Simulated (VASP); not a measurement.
# AgI2 (P-4m2) in VASP: further runs

AgI2 is run at these levels: PBEsol; tasks: single point.

All numbers are computed with VASP 6.6.1; they aren't measurements. Logs are shortened: lines on timing, memory, paths and dates and some standing lists are left out, and cuts for length are marked.

**1. The cell of the first run**

Symmetry: P-4m2, No. 115, tetragonal system. The conventional cell has a = 4.177 Å, b = 4.177 Å, c = 5.849 Å, α = 90.00°, β = 90.00°, γ = 90.00°. Within 3.6 Å of Ag (site symmetry -4m2) lie 4 I at 2.69 Å. I (site symmetry 2mm) has 2 Ag at 2.69 Å within 3.6 Å.

**2. Single point, PBEsol**

Contents of INCAR:

```
  PREC = Accurate
  ENCUT = 520
  EDIFF = 1E-7
  ISMEAR = 0
  SIGMA = 0.15
  LREAL = F
  LASPH = T
  NELM = 100
  ALGO = Normal
  ISIF = 2
  LWAVE = F
  LCHARG = F
  GGA = PS
  NBANDS = 20
```

Contents of KPOINTS:

```
regular mesh
0
Gamma
  14 14 10
```

Contents of POSCAR:

```
AgI2
1.0
    4.1772017402      0.0000000000      0.0000000000
    0.0000000000      4.1772017402      0.0000000000
    0.0000000000      0.0000000000      5.8489731027
Ag I
1 2
Direct
    0.0000000000      0.0000000000      0.5000000000
    0.5000000000      0.0000000000      0.7910272650
    0.0000000000      0.5000000000      0.2089727350
```

Potentials or basis: VASP PAW PBE potentials, release 64 (Ag, I).

Run with:

```console
cat potpaw_PBE.64/Ag/POTCAR potpaw_PBE.64/I/POTCAR > POTCAR
mpirun -np 1 vasp_std > vasp.out
```

OUTCAR:

```text
PREC = Accurate
   ENCUT = 520
   EDIFF = 1E-7
   ISMEAR = 0
   LREAL = F
   LASPH = T
   NELM = 100
   ISIF = 2
   GGA = PS

 ion  position               nearest neighbor table
   1  0.000  0.000  0.500-   2 2.69   3 2.69   3 2.69   2 2.69
   2  0.500  0.000  0.791-   1 2.69   1 2.69
   3  0.000  0.500  0.209-   1 2.69   1 2.69

  LATTYP: Found a simple tetragonal cell.
 ALAT       =     4.1772017402
 C/A-ratio  =     1.4002132208

  Lattice vectors:

 A1 = (   4.1772017402,   0.0000000000,   0.0000000000)
 A2 = (   0.0000000000,   4.1772017402,   0.0000000000)
 A3 = (   0.0000000000,   0.0000000000,   5.8489731027)

Analysis of symmetry for initial positions (statically):
=====================================================================
 Subroutine PRICEL returns:
 Original cell was already a primitive cell.

 Routine SETGRP: Setting up the symmetry group for a
 simple tetragonal supercell.

 Subroutine GETGRP returns: Found  8 space group operations
 (whereof  8 operations were pure point group operations)
 out of a pool of 16 trial point group operations.

The static configuration has the point symmetry D_2d.

Analysis of symmetry for dynamics (positions and initial velocities):
=====================================================================
 Subroutine PRICEL returns:
 Original cell was already a primitive cell.

 Routine SETGRP: Setting up the symmetry group for a
 simple tetragonal supercell.

 Subroutine GETGRP returns: Found  8 space group operations
 (whereof  8 operations were pure point group operations)
 out of a pool of 16 trial point group operations.

The dynamic configuration has the point symmetry D_2d.

 Subroutine INISYM returns: Found  8 space group operations
 (whereof  8 operations are pure point group operations),
 and found     1 'primitive' translations

----------------------------------------------------------------------------------------

                                     Primitive cell

  volume of cell :     102.0588

  direct lattice vectors                    reciprocal lattice vectors
     4.177201740  0.000000000  0.000000000     0.239394710  0.000000000  0.000000000
     0.000000000  4.177201740  0.000000000     0.000000000  0.239394710  0.000000000
     0.000000000  0.000000000  5.848973103     0.000000000  0.000000000  0.170970183

  length of vectors
     4.177201740  4.177201740  5.848973103     0.239394710  0.239394710  0.170970183

  position of ions in fractional coordinates (direct lattice)
     0.000000000  0.000000000  0.500000000
     0.500000000  0.000000000  0.791027265
     0.000000000  0.500000000  0.208972735

  ion indices of the primitive-cell ions
   primitive index   ion index
                 1           1
                 2           2
                 3           3

----------------------------------------------------------------------------------------

 KPOINTS: regular mesh

Automatic generation of k-mesh.
 Grid dimensions read from file:
 generate k-points for:   14   14   10

 Generating k-lattice:

  Cartesian coordinates                     Fractional coordinates (reciprocal lattice)
     0.017099622  0.000000000  0.000000000     0.071428571  0.000000000  0.000000000
     0.000000000  0.017099622  0.000000000     0.000000000  0.071428571  0.000000000
     0.000000000  0.000000000  0.017097018     0.000000000  0.000000000  0.100000000

  Length of vectors
     0.017099622  0.017099622  0.017097018

  Shift w.r.t. Gamma in fractional coordinates (k-lattice)
     0.000000000  0.000000000  0.000000000

 Subroutine IBZKPT returns following result:
 ===========================================

 Found    216 irreducible k-points:

 Following reciprocal coordinates:
            Coordinates               Weight
  0.000000  0.000000  0.000000      1.000000
  0.071429  0.000000  0.000000      4.000000
  0.142857  0.000000  0.000000      4.000000
  0.214286  0.000000  0.000000      4.000000
  0.285714  0.000000  0.000000      4.000000
  0.357143  0.000000  0.000000      4.000000
[... 16 lines left out ...]
  0.285714  0.214286  0.000000      8.000000
  0.357143  0.214286  0.000000      8.000000
 [... further k-points ...]
   k-points           NKPTS =    216   k-points in BZ     NKDIM =    216   number of bands    NBANDS=     20
   number of dos      NEDOS =    301   number of ions     NIONS =      3
   total plane-waves  NPLWV =  49152
   dimension x,y,z NGX =    32 NGY =   32 NGZ =   48
   dimension x,y,z NGXF=    64 NGYF=   64 NGZF=   96
   ions per type =               1   2
   NGX,Y,Z   is equivalent  to a cutoff of  12.74, 12.74, 13.64 a.u.
   NGXF,Y,Z  is equivalent  to a cutoff of  25.47, 25.47, 27.29 a.u.
 SYSTEM =  unknown system
   PREC   = accura    normal or accurate (medium, high low for compatibility)
   ISTART =      0    job   : 0-new  1-cont  2-samecut
   ICHARG =      2    charge: 1-file 2-atom 10-const
   ISPIN  =      1    spin polarized calculation?
   LNONCOLLINEAR =      F non collinear calculations
   LSORBIT =      F    spin-orbit coupling
   LASPH  =      T    aspherical Exc in radial PAW
   ENCUT  =  520.0 eV  38.22 Ry    6.18 a.u.   7.77  7.77 10.88*2*pi/ulx,y,z
   NELM   =    100;   NELMIN=  2; NELMDL= -5     # of ELM steps
   EDIFF  = 0.1E-06   stopping-criterion for ELM
   LREAL  =      F    real-space projection
   EDIFFG = 0.1E-05   stopping-criterion for IOM
   NSW    =      0    number of steps for IOM
   IBRION =     -1    ionic relax: 0-MD 1-quasi-New 2-CG
   NFREE  =      0    steps in history (QN), initial steepest desc. (CG)
   ISIF   =      2    stress and relaxation
   ISYM   =      2    0-nonsym 1-usesym 2-fastsym
   POTIM  = 0.5000    time-step for ionic-motion
   TEBEG  =    0.0;   TEEND  =   0.0 temperature during run
   PSTRESS=    0.0 pullay stress
   NELECT =      25.0000    total number of electrons
   NUPDOWN=      -1.0000    fix difference up-down
   EMIN   =  10.00;   EMAX   =-10.00  energy-range for DOS
   EFERMI =   0.00;   METHOD = LEGACY
   ISMEAR =     0;   SIGMA  =   0.15  broadening in eV -4-tet -1-fermi 0-gaus
   EFERMI_NEDOS =   21; number of points for ismear=-14 and -15
   IALGO  =     38    algorithm
   IMIX   =      4    mixing-type and parameters
     AMIX     =   0.40;   BMIX     =  1.00
     AMIX_MAG =   1.60;   BMIX_MAG =  1.00
  volume/ion in A,a.u.               =      34.02       229.58
  Fermi-wavevector in a.u.,A,eV,Ry     =   1.024326  1.935695 14.275815  1.049243
  Thomas-Fermi vector in A             =   2.158107
   LORBIT       =      0    0 simple, 1 ext, 2 COOP (PROOUT), +10 PAW based schemes
   GGA     = PS    functional components
   LHFCALC =     F    Hartree Fock is set to
   AEXX    =    0.0000 exact exchange contribution
   IVDW    =     0    specifies the selected vdW correction
   LEPSILON=     F    determine dielectric tensor
   LRPA    =     F    only Hartree local field effects (RPA)
 non-spin polarized calculation
 Gauss-broadening in eV      SIGMA  =   0.15
  energy-cutoff  :      520.00
  volume of cell :      102.06
 maximum number of plane-waves:      2770
 NGX is ok and might be reduce to    32
   NGX = 15   NGY = 15   NGZ = 21

 number of electron      25.0000006 magnetization

 Free energy of the ion-electron system (eV)
  ---------------------------------------------------
  ext. energy  EPLUGINS =         0.00000000
  ---------------------------------------------------
  free energy    TOTEN  =        -6.87334883 eV

  energy without entropy =       -6.83783223  energy(sigma->0) =       -6.85559053

 E-fermi :   3.2524     XC(G=0):  -8.9480

 val. band max:        3.2494235095   @ k =   0.0714   0.0714   0.3000
 cond. band min:       3.2533273885   @ k =   0.0714   0.0714   0.4000
 fundamental gap:      0.0039038789
 Fermi energy:         3.2524261670

 k-point     1 :       0.0000    0.0000    0.0000
  band No.  band energies     occupation
      1      -9.4541      2.00000
      2      -8.5318      2.00000
      3      -1.0743      2.00000
      4      -1.0569      2.00000
      5      -1.0569      2.00000
      6      -0.6441      2.00000
[... 12 lines left out ...]
     19      11.2669      0.00000
     20      13.7600      0.00000

 k-point     2 :       0.0714    0.0000    0.0000
  band No.  band energies     occupation
      1      -9.4358      2.00000
      2      -8.5338      2.00000
      3      -1.1421      2.00000
      4      -1.0546      2.00000
      5      -0.9636      2.00000
      6      -0.6357      2.00000
[... 12 lines left out ...]
     19      11.3366      0.00000
     20      13.8258      0.00000

 k-point     3 :       0.1429    0.0000    0.0000
  band No.  band energies     occupation
      1      -9.3825      2.00000
      2      -8.5412      2.00000
      3      -1.2030      2.00000
      4      -1.0481      2.00000
      5      -0.8274      2.00000
      6      -0.6140      2.00000
[... 12 lines left out ...]
     19      11.4553      0.00000
     20      13.7035      0.00000

 k-point     4 :       0.2143    0.0000    0.0000
  band No.  band energies     occupation
      1      -9.2983      2.00000
      2      -8.5582      2.00000
      3      -1.2526      2.00000
      4      -1.0387      2.00000
      5      -0.6796      2.00000
      6      -0.5694      2.00000
[... 12 lines left out ...]
     19      11.4177      0.00000
     20      13.1892      0.00000

 k-point     5 :       0.2857    0.0000    0.0000
  band No.  band energies     occupation
      1      -9.1905      2.00000
      2      -8.5905      2.00000
      3      -1.2882      2.00000
      4      -1.0283      2.00000
      5      -0.6625      2.00000
      6      -0.4075      2.00000
[... 12 lines left out ...]
     19      11.4153      0.00000
     20      12.8582      0.00000
[... 353 lines left out ...]
      6      -0.3693      2.00000
[... 12 lines left out ...]
     19      11.4142      0.00000
     20      13.1822      0.00000

 k-point    22 :       0.2143    0.2143    0.0000
  band No.  band energies     occupation
      1      -9.1565      2.00000
      2      -8.5626      2.00000
      3      -1.3632      2.00000
      4      -0.9161      2.00000
      5      -0.5425      2.00000
      6      -0.4877      2.00000
[... 12 lines left out ...]
     19      11.9957      0.00000
     20      12.3976      0.00000

 k-point    23 :       0.2857    0.2143    0.0000
  band No.  band energies     occupation
      1      -9.0599      2.00000
      2      -8.5785      2.00000
      3      -1.4041      2.00000
      4      -0.8765      2.00000
      5      -0.5811      2.00000
      6      -0.4607      2.00000
[... 12 lines left out ...]
     19      11.6661      0.00000
     20      12.2153      0.00000

 k-point    24 :       0.3571    0.2143    0.0000
  band No.  band energies     occupation
      1      -8.9526      2.00000
      2      -8.6118      2.00000
      3      -1.4307      2.00000
      4      -0.8498      2.00000
      5      -0.6995      2.00000
      6      -0.4475      2.00000
[... 12 lines left out ...]
     19      12.0479      0.00000
     20      12.6233      0.00000

 [... further k-points ...]

------------------------ aborting loop because EDIFF is reached ----------------------------------------

  FORCE on cell =-STRESS in cart. coord.  units (eV):
  Direction    XX          YY          ZZ          XY          YZ          ZX
  --------------------------------------------------------------------------------------
  -------------------------------------------------------------------------------------
  Total        0.1532165      0.1532165      0.6986404      0.0000000      0.0000000      0.0000000
  in kB        2.4052793      2.4052793     10.9676542      0.0000000      0.0000000      0.0000000
  external PRESSURE =       5.2594042 kB  Pullay stress =       0.0000000 kB

 VOLUME and BASIS-vectors are now :
 -----------------------------------------------------------------------------
  energy-cutoff  :      520.00
  volume of cell :      102.06
      direct lattice vectors                 reciprocal lattice vectors
     4.177201740  0.000000000  0.000000000     0.239394710  0.000000000  0.000000000
     0.000000000  4.177201740  0.000000000     0.000000000  0.239394710  0.000000000
     0.000000000  0.000000000  5.848973103     0.000000000  0.000000000  0.170970183

 POSITION                                       TOTAL-FORCE (eV/Angst)
 -----------------------------------------------------------------------------------
      0.00000      0.00000      2.92449        -0.000000      0.000000      0.000000
      2.08860      0.00000      4.62670         0.000000     -0.000000      0.128380
      0.00000      2.08860      1.22228        -0.000000     -0.000000     -0.128380
 -----------------------------------------------------------------------------------
    total drift:                                0.000000     -0.000000     -0.000000

  FREE ENERGIE OF THE ION-ELECTRON SYSTEM (eV)
  ---------------------------------------------------
  free  energy   TOTEN  =        -6.8733488304 eV

  energy  without entropy=       -6.8378322314  energy(sigma->0) =       -6.85559053
```

Wall time 8.2 min (1 thread of Intel Xeon 8259CL, shared host); peak memory 0.54 GiB.

Results:

| Item | Value |
| --- | --- |
| Free energy | -6.8733 eV |
| Pressure | 0.5 GPa |
| Largest force | 0.128 eV/Å |
| Band gap on the k mesh | zero (an odd number of electrons rules out a gap without spin polarisation) |

Forces in eV/Å, atoms in the order of the input:
```
Ag   0.000  0.000  0.000
I    0.000  0.000  0.128
I    0.000  0.000 -0.128
```

Caveat: the PAW data sets were made with another functional, which shifts forces and pressure a little; spin-orbit coupling is left out, which moves the levels of the heavy elements; an odd number of electrons without spin polarisation forces a metal; a magnetic or distorted state may lie lower.

(Continued in part 2 of 2.)
